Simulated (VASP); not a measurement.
# H22CO12 in VASP: further runs

Runs on H22CO12. Level: PBEsol. Tasks: single point.

Everything below comes from runs of VASP 6.6.1. Logs are shortened: lines on timing, memory, paths and dates and some standing lists are left out, and cuts for length are marked.

## 1. The cell of the first run

The cell holds a disordered packing, 35 atoms: a = 8.590 Å, b = 8.590 Å, c = 8.590 Å, α = 90.00°, β = 90.00°, γ = 90.00°.

## 2. Single point, PBEsol

INCAR

```
PREC     = Accurate       # precision mode
ENCUT    = 520            # plane-wave cutoff, eV
EDIFF    = 1E-6           # SCF threshold, eV
ISMEAR   = -1             # smearing method
SIGMA    = 0.02           # smearing width, eV
LREAL    = Auto         
LASPH    = True           # aspherical terms in the spheres
NELM     = 60             # most SCF steps
ALGO     = Normal         # electronic algorithm
ISIF     = 2              # what is computed and relaxed
LWAVE    = False          # write WAVECAR
LCHARG   = True           # write CHGCAR
GGA      = PS             # functional
LELF     = True           # ELF
LVHAR    = True         
NBANDS   = 72             # bands
```

KPOINTS

```
regular mesh
0
Gamma
  1 1 1
```

POSCAR

```
H22CO12
1.0
    8.5899750000      0.0000000000      0.0000000000
    0.0000000000      8.5899750000      0.0000000000
    0.0000000000      0.0000000000      8.5899750000
O H C
12 22 1
Direct
    0.9289316907      0.4072654461      0.1948550491
    0.2622126374      0.4581154194      0.2066129412
    0.3644830165      0.0220722412      0.1824103097
    0.4579990047      0.1350877040      0.9065916956
    0.5519806519      0.7489893742      1.0368249034
    0.6392102422      0.6096176066      0.4828652004
    0.6944606940      0.4981853847      0.7689079421
    0.6298155699      0.0005122250      0.6633081004
    0.1008734018      0.2284756358      0.8481049130
   -0.1874394279      0.1778119261      0.9176161747
    0.9639958207      0.7867194026      0.2581614033
    0.9634370298      1.0104802400      0.4183248496
    0.9269526396      0.4565671029      0.0861469329
    0.9104217416      0.2935282117      0.1581611122
    0.1580796219      0.4314913606      0.1806408051
    0.3374282230      0.3874632930      0.2360076717
    0.3305131854      0.0272061327      0.2910835014
    0.4618988996      0.0700234867      0.1697909482
    0.3447623538      0.1065660843      0.9098862337
    0.4891399568      0.0644355775      0.8212713075
    0.4905020096      0.6699437426      1.0788739199
    0.5023530336      0.8481398374      1.0460915195
    0.5412821341      0.5763811885      0.5138548133
    0.6132031816      0.6573942299      0.3882432720
    0.7412827162      0.5850308063      0.7140183761
    0.6244604903      0.5641809202      0.8479186494
    0.7205492449      0.0732248930      0.6639949476
    0.6597341669     -0.0992203120      0.6050774304
   -0.0133527746      0.2036210816      0.8552877046
    0.1309200551      0.3406179878      0.8595135609
   -0.2618983175      0.2504547452      0.8599792200
   -0.2432253877      0.1216185146      0.9946012648
    1.0846830171      0.7800954019      0.2807575109
    0.7769289200      0.9449969296      0.2999426657
    0.9023076319      0.9230527446      0.3182779927
```

Potentials or basis: VASP PAW PBE potentials, release 64 (O, H, C).

Started as:

```sh
> cat potpaw_PBE.64/O/POTCAR potpaw_PBE.64/H/POTCAR potpaw_PBE.64/C/POTCAR > POTCAR
> mpirun -np 1 vasp_gam > vasp.out
```

OUTCAR:

```text
PREC = Accurate
   ENCUT = 520
   EDIFF = 1E-6
   ISMEAR = -1
   LREAL = Auto
   LASPH = True
   NELM = 60
   ISIF = 2
   GGA = PS

 ion  position               nearest neighbor table
   1  0.929  0.407  0.195-  13 1.03  14 1.04
   2  0.262  0.458  0.207-  16 0.92  15 0.95
   3  0.364  0.022  0.182-  18 0.94  17 0.98
   4  0.458  0.135  0.907-  20 0.99  19 1.00
   5  0.552  0.749  0.037-  21 0.93  22 0.96
   6  0.639  0.610  0.483-  23 0.93  24 0.94
   7  0.694  0.498  0.769-  25 0.97  26 1.07
   8  0.630  0.001  0.663-  27 1.00  28 1.02
   9  0.101  0.228  0.848-  30 1.00  29 1.01
  10  0.813  0.178  0.918-  32 0.95  31 1.02
  11  0.964  0.787  0.258-  33 1.06  35 1.39
  12  0.963  0.010  0.418-  35 1.26
  13  0.927  0.457  0.086-   1 1.03
  14  0.910  0.294  0.158-   1 1.04
  15  0.158  0.431  0.181-   2 0.95
  16  0.337  0.387  0.236-   2 0.92
  17  0.331  0.027  0.291-   3 0.98
[... 15 lines left out ...]
  33  0.085  0.780  0.281-  11 1.06
  34  0.777  0.945  0.300-  35 1.10
  35  0.902  0.923  0.318-  34 1.10  12 1.26  11 1.39

  LATTYP: Found a simple cubic cell.
 ALAT       =     8.5899750000

  Lattice vectors:

 A1 = (   8.5899750000,   0.0000000000,   0.0000000000)
 A2 = (   0.0000000000,   8.5899750000,   0.0000000000)
 A3 = (   0.0000000000,   0.0000000000,   8.5899750000)

Analysis of symmetry for initial positions (statically):
=====================================================================
 Subroutine PRICEL returns:
 Original cell was already a primitive cell.

 Routine SETGRP: Setting up the symmetry group for a
 simple cubic supercell.

 Subroutine GETGRP returns: Found  1 space group operations
 (whereof  1 operations were pure point group operations)
 out of a pool of 48 trial point group operations.

The static configuration has the point symmetry C_1 .

Analysis of symmetry for dynamics (positions and initial velocities):
=====================================================================
 Subroutine PRICEL returns:
 Original cell was already a primitive cell.

 Routine SETGRP: Setting up the symmetry group for a
 simple cubic supercell.

 Subroutine GETGRP returns: Found  1 space group operations
 (whereof  1 operations were pure point group operations)
 out of a pool of 48 trial point group operations.

The dynamic configuration has the point symmetry C_1 .

 Subroutine INISYM returns: Found  1 space group operations
 (whereof  1 operations are pure point group operations),
 and found     1 'primitive' translations

----------------------------------------------------------------------------------------

                                     Primitive cell

  volume of cell :     633.8342

  direct lattice vectors                    reciprocal lattice vectors
     8.589975000  0.000000000  0.000000000     0.116414774  0.000000000  0.000000000
     0.000000000  8.589975000  0.000000000     0.000000000  0.116414774  0.000000000
     0.000000000  0.000000000  8.589975000     0.000000000  0.000000000  0.116414774

  length of vectors
     8.589975000  8.589975000  8.589975000     0.116414774  0.116414774  0.116414774

  position of ions in fractional coordinates (direct lattice)
     0.928931691  0.407265446  0.194855049
     0.262212637  0.458115419  0.206612941
     0.364483017  0.022072241  0.182410310
     0.457999005  0.135087704  0.906591696
     0.551980652  0.748989374  0.036824903
     0.639210242  0.609617607  0.482865200
[... 27 lines left out ...]
     0.776928920  0.944996930  0.299942666
     0.902307632  0.923052745  0.318277993

  ion indices of the primitive-cell ions
   primitive index   ion index
                 1           1
                 2           2
                 3           3
                 4           4
                 5           5
                 6           6
[... 27 lines left out ...]
                34          34
                35          35

----------------------------------------------------------------------------------------

 KPOINTS: regular mesh

Automatic generation of k-mesh.
 Grid dimensions read from file:
 generate k-points for:    1    1    1

 Generating k-lattice:

  Cartesian coordinates                     Fractional coordinates (reciprocal lattice)
     0.116414774  0.000000000  0.000000000     1.000000000  0.000000000  0.000000000
     0.000000000  0.116414774  0.000000000     0.000000000  1.000000000  0.000000000
     0.000000000  0.000000000  0.116414774     0.000000000  0.000000000  1.000000000

  Length of vectors
     0.116414774  0.116414774  0.116414774

  Shift w.r.t. Gamma in fractional coordinates (k-lattice)
     0.000000000  0.000000000  0.000000000

 Subroutine IBZKPT returns following result:
 ===========================================

 Found      1 irreducible k-points:

 Following reciprocal coordinates:
            Coordinates               Weight
  0.000000  0.000000  0.000000      1.000000
   k-points           NKPTS =      1   k-points in BZ     NKDIM =      1   number of bands    NBANDS=     72
   number of dos      NEDOS =    301   number of ions     NIONS =     35
   total plane-waves  NPLWV = 262144
   dimension x,y,z NGX =    64 NGY =   64 NGZ =   64
   dimension x,y,z NGXF=   128 NGYF=  128 NGZF=  128
   ions per type =              12  22   1
   NGX,Y,Z   is equivalent  to a cutoff of  12.39, 12.39, 12.39 a.u.
   NGXF,Y,Z  is equivalent  to a cutoff of  24.77, 24.77, 24.77 a.u.
 SYSTEM =  unknown system
   PREC   = accura    normal or accurate (medium, high low for compatibility)
   ISTART =      0    job   : 0-new  1-cont  2-samecut
   ICHARG =      2    charge: 1-file 2-atom 10-const
   ISPIN  =      1    spin polarized calculation?
   LNONCOLLINEAR =      F non collinear calculations
   LSORBIT =      F    spin-orbit coupling
   LASPH  =      T    aspherical Exc in radial PAW
   ENCUT  =  520.0 eV  38.22 Ry    6.18 a.u.  15.97 15.97 15.97*2*pi/ulx,y,z
   NELM   =     60;   NELMIN=  2; NELMDL= -5     # of ELM steps
   EDIFF  = 0.1E-05   stopping-criterion for ELM
   LREAL  =      T    real-space projection
   EDIFFG = 0.1E-04   stopping-criterion for IOM
   NSW    =      0    number of steps for IOM
   IBRION =     -1    ionic relax: 0-MD 1-quasi-New 2-CG
   NFREE  =      0    steps in history (QN), initial steepest desc. (CG)
   ISIF   =      2    stress and relaxation
   ISYM   =      2    0-nonsym 1-usesym 2-fastsym
   POTIM  = 0.5000    time-step for ionic-motion
   TEBEG  =    0.0;   TEEND  =   0.0 temperature during run
   PSTRESS=    0.0 pullay stress
   NELECT =      98.0000    total number of electrons
   NUPDOWN=      -1.0000    fix difference up-down
   EMIN   =  10.00;   EMAX   =-10.00  energy-range for DOS
   EFERMI =   0.00;   METHOD = LEGACY
   ISMEAR =    -1;   SIGMA  =   0.02  broadening in eV -4-tet -1-fermi 0-gaus
   EFERMI_NEDOS =   21; number of points for ismear=-14 and -15
   IALGO  =     38    algorithm
   IMIX   =      4    mixing-type and parameters
     AMIX     =   0.40;   BMIX     =  1.00
     AMIX_MAG =   1.60;   BMIX_MAG =  1.00
  volume/ion in A,a.u.               =      18.11       122.21
  Fermi-wavevector in a.u.,A,eV,Ry     =   0.878668  1.660442 10.504486  0.772058
  Thomas-Fermi vector in A             =   1.998786
   LORBIT       =      0    0 simple, 1 ext, 2 COOP (PROOUT), +10 PAW based schemes
   GGA     = PS    functional components
   LHFCALC =     F    Hartree Fock is set to
   AEXX    =    0.0000 exact exchange contribution
   IVDW    =     0    specifies the selected vdW correction
   LEPSILON=     F    determine dielectric tensor
   LRPA    =     F    only Hartree local field effects (RPA)
 non-spin polarized calculation
  energy-cutoff  :      520.00
  volume of cell :      633.83
 maximum number of plane-waves:      8536
 NGX is ok and might be reduce to    64
   NGX = 31   NGY = 31   NGZ = 31

 number of electron      98.0000003 magnetization

 Free energy of the ion-electron system (eV)
  ---------------------------------------------------
  ext. energy  EPLUGINS =         0.00000000
  ---------------------------------------------------
  free energy    TOTEN  =      -174.26457132 eV

  energy without entropy =     -174.26457132  energy(sigma->0) =     -174.26457132

 E-fermi :  -3.9014     XC(G=0):  -4.8525

 val. band max:       -4.3940714895   @ k =   0.0000   0.0000   0.0000
 cond. band min:      -0.5714111192   @ k =   0.0000   0.0000   0.0000
 fundamental gap:      3.8226603703
 Fermi energy:        -3.9014314849

 k-point     1 :       0.0000    0.0000    0.0000
  band No.  band energies     occupation
      1     -25.5881      2.00000
      2     -24.2381      2.00000
      3     -23.9928      2.00000
      4     -23.8314      2.00000
      5     -23.6395      2.00000
      6     -23.6077      2.00000
[... 53 lines left out ...]
     60       3.0852      0.00000
     61       3.1920      0.00000
 [bands above 61 left out]

------------------------ aborting loop because EDIFF is reached ----------------------------------------

  FORCE on cell =-STRESS in cart. coord.  units (eV):
  Direction    XX          YY          ZZ          XY          YZ          ZX
  --------------------------------------------------------------------------------------
  -------------------------------------------------------------------------------------
  Total       -1.2604890     -8.8598277     -4.1572685      3.3073491     -7.2019157     -1.8018927
  in kB       -3.1862066    -22.3954689    -10.5085540      8.3601663    -18.2046743     -4.5547423
  external PRESSURE =     -12.0300765 kB  Pullay stress =       0.0000000 kB

 VOLUME and BASIS-vectors are now :
 -----------------------------------------------------------------------------
  energy-cutoff  :      520.00
  volume of cell :      633.83
      direct lattice vectors                 reciprocal lattice vectors
     8.589975000  0.000000000  0.000000000     0.116414774  0.000000000  0.000000000
     0.000000000  8.589975000  0.000000000     0.000000000  0.116414774  0.000000000
     0.000000000  0.000000000  8.589975000     0.000000000  0.000000000  0.116414774

 POSITION                                       TOTAL-FORCE (eV/Angst)
 -----------------------------------------------------------------------------------
      7.97950      3.49840      1.67380        -0.086517     -1.456341     -2.880591
      2.25240      3.93520      1.77480         0.219147      3.972565     -0.552207
      3.13090      0.18960      1.56690        -2.057516     -1.269476      0.482216
      3.93420      1.16040      7.78760        -1.048331     -0.987442     -0.279494
      4.74150      6.43380      0.31632         2.427171      0.383418     -1.216983
      5.49080      5.23660      4.14780         2.313956      0.451536      0.586329
[... 27 lines left out ...]
      6.67380      8.11750      2.57650        -0.074658     -0.631609     -0.946752
      7.75080      7.92900      2.73400         1.666091      0.139426      2.872885
 -----------------------------------------------------------------------------------
    total drift:                               -0.002431     -0.006226      0.012189

  FREE ENERGIE OF THE ION-ELECTRON SYSTEM (eV)
  ---------------------------------------------------
  free  energy   TOTEN  =      -174.2645713157 eV

  energy  without entropy=     -174.2645713157  energy(sigma->0) =     -174.26457132
```

Run time: 2.4 min. Hardware: 1 thread of Intel Xeon 8259CL, shared host; peak memory 0.56 GiB.

Results:

```
Free energy            : -174.2646 eV
Pressure               : -1.2 GPa
Largest force          : 4.017 eV/Å
Band gap on the k mesh : 3.82 eV
```

Forces in eV/Å, atoms in the order of the input:
```
O   -0.087 -1.456 -2.881
O    0.219  3.973 -0.552
O   -2.058 -1.269  0.482
O   -1.048 -0.987 -0.279
O    2.427  0.383 -1.217
O    2.314  0.452  0.586
O   -2.009  1.500  2.675
O    0.760 -0.986 -0.955
O    0.839  0.536 -0.066
O   -0.413  1.777 -1.782
O    1.376  1.734  0.490
O   -0.366 -1.645 -2.305
H   -0.197 -0.454  1.726
H    0.427  2.016  0.845
H   -1.281 -1.403  0.206
H    1.011 -2.479  0.517
H    0.344  0.137 -0.183
H    1.549  1.118 -0.160
H    0.641  0.837  0.362
H    0.658  0.254 -0.144
H   -1.706 -1.333  1.003
H   -0.952  0.717  0.210
H   -2.354 -1.222  1.428
H    0.085  1.043 -2.177
H    0.331 -0.019 -0.615
H    1.655 -1.706 -1.677
H   -0.580 -1.021 -0.165
H   -0.239  1.772  1.050
H    0.802  0.828  0.326
H   -0.955 -1.409 -0.147
H    0.783 -0.804  1.128
H   -0.986 -0.675  0.541
H   -2.582  0.286 -0.198
H   -0.075 -0.632 -0.947
C    1.666  0.139  2.873
```

Stress tensor (GPa, compression positive):
```
-0.32  0.84 -0.46
 0.84 -2.24 -1.82
-0.46 -1.82 -1.05
```

Levels at points of the mesh, in eV from the valence-band top:
```tsv
k point	band 46	band 47	band 48	band 49	band 50	band 51	band 52	band 53
(0.00, 0.00, 0.00)	-0.73	-0.70	-0.48	0.00	3.82	3.92	5.39	5.67
```

Caveat: the k points lie up to 0.73 Å⁻¹ apart; the atoms stand as in a frame of molecular dynamics; the PAW data sets were made with another functional, which shifts forces and pressure a little.

## 3. Single point, PBEsol

This run uses another cell than the first one, of 20.88 Å³/atom.

INCAR

```
  ALGO = Normal
  EDIFF = 1E-7
  ENCUT = 520
  GGA = PS
  ISIF = 2
  ISMEAR = -1
  LASPH = T
  LCHARG = T
  LELF = T
  LREAL = Auto
  LVHAR = T
  LWAVE = F
  NBANDS = 72
  NELM = 100
  PREC = Accurate
  SIGMA = 0.02
```

KPOINTS

```
k-points
0
Gamma
  1 1 1
```

POSCAR

```
H22CO12
1.0
    9.0078370000      0.0000000000      0.0000000000
    0.0000000000      9.0078370000      0.0000000000
    0.0000000000      0.0000000000      9.0078370000
O H C
12 22 1
Direct
    0.9781704531      0.4497750126      0.1599607098
    0.3259828081      0.4358538015      0.2730955278
    0.4028159035     -0.0346809117      0.1876588131
    0.4140061593      0.0931522185      0.8697870532
    0.5623991642      0.7271001906      1.2109788399
    0.6693837821      0.6295962061      0.4768514350
    0.6407864618      0.5125647811      0.8146239769
    0.7011006083     -0.0013876805      0.6576939614
    0.1096156602      0.2264583606      0.8842300321
   -0.2146908298      0.2644697057      0.9183336688
    1.0090657724      0.8908797972      0.1979942577
    1.0125960317      0.9160023655      0.4556143722
    1.0028711665      0.4319238903      0.0490128762
    0.8636812589      0.4302475722      0.1646899250
    0.2106165997      0.4565801979      0.2773362795
    0.3156251606      0.4164706799      0.1721500955
    0.3367401075      0.0385442143      0.2379039496
    0.4128405077      0.0019871585      0.0839047154
    0.3052564117      0.1046089089      0.8468625709
    0.4825686788      0.0237459892      0.8218843214
    0.4916385587      0.6523985725      1.2256438477
    0.4957571945      0.8142687307      1.2071932474
    0.6363458841      0.6712266219      0.3748513655
    0.6738909685      0.7342606222      0.5202358790
    0.5791845479      0.5567929349      0.7361145634
    0.6411972153      0.5763647810      0.9022365747
    0.6530535577      0.0968823037      0.6519989205
    0.7950854350      0.0425740386      0.6911648157
    0.0132884287      0.2054100224      0.9257494335
    0.0818065425      0.2578643463      0.7881359310
   -0.2805556983      0.3456767701      0.8825759169
   -0.2702091523      0.1717171392      0.9244394631
    1.1105884798      0.9179229153      0.1883360012
    0.8575088559      0.8017574030      0.3390048022
    0.9564671297      0.8725513128      0.3336206017
```

Potentials or basis: VASP PAW PBE potentials, release 64 (O, H, C).

Started as:

```sh
> cat potpaw_PBE.64/O/POTCAR potpaw_PBE.64/H/POTCAR potpaw_PBE.64/C/POTCAR > POTCAR
> mpirun -np 1 vasp_gam > vasp.out
```

Run time: 3.9 min. Hardware: 1 thread of Intel Xeon 8259CL, shared host; peak memory 0.68 GiB.

Results (log left out):

- Free energy: -175.0921 eV
- Pressure: -1.2 GPa
- Largest force: 4.387 eV/Å
- Band gap on the k mesh: 3.92 eV

Forces on the atoms (eV/Å):
```
O   -1.817 -0.670 -2.003
O   -3.202  1.147  1.943
O   -1.007  0.990 -0.218
O   -0.176  0.586  1.224
O    1.338  1.020 -0.371
O   -0.359  2.854 -0.547
O    0.020 -0.166  0.244
O   -0.016  1.379  0.521
O    1.101 -0.407  1.003
O    0.403 -0.195  0.049
O   -1.647 -0.671 -0.668
O   -0.863 -0.680 -3.322
H   -0.631  0.227  2.186
H    2.733  0.367 -0.157
H    2.213 -0.227  0.915
H    0.843 -0.869 -3.051
H    0.812 -0.602 -0.280
H   -0.086  0.142  0.095
H    1.239 -0.646 -0.312
H   -1.113 -0.088 -0.564
H   -1.541 -2.235  0.296
H    0.174  0.693  0.149
H    0.173 -0.991  0.714
H    0.228 -1.652  0.113
H    0.378 -0.096  0.197
H   -0.236  0.206 -0.303
H   -0.680 -0.441 -0.441
H    0.520 -0.901 -0.063
H   -0.882 -0.173  0.585
H   -0.177  0.634 -1.675
H   -0.108 -0.200 -0.275
H   -0.272  0.361  0.043
H    1.575  0.664  0.383
H   -0.464  0.029 -0.476
C    1.526  0.610  4.068
```

Stress tensor (GPa, compression positive):
```
-1.60  0.60 -0.08
 0.60 -0.81 -0.30
-0.08 -0.30 -1.11
```

Levels at points of the mesh, in eV from the valence-band top:
```tsv
k point	band 47	band 48	band 49	band 50	band 51	band 52
(0.00, 0.00, 0.00)	-0.77	-0.18	0.00	3.92	4.59	5.39
```

Caveat: the k points lie up to 0.70 Å⁻¹ apart; the atoms stand as in a frame of molecular dynamics; the PAW data sets were made with another functional, which shifts forces and pressure a little.
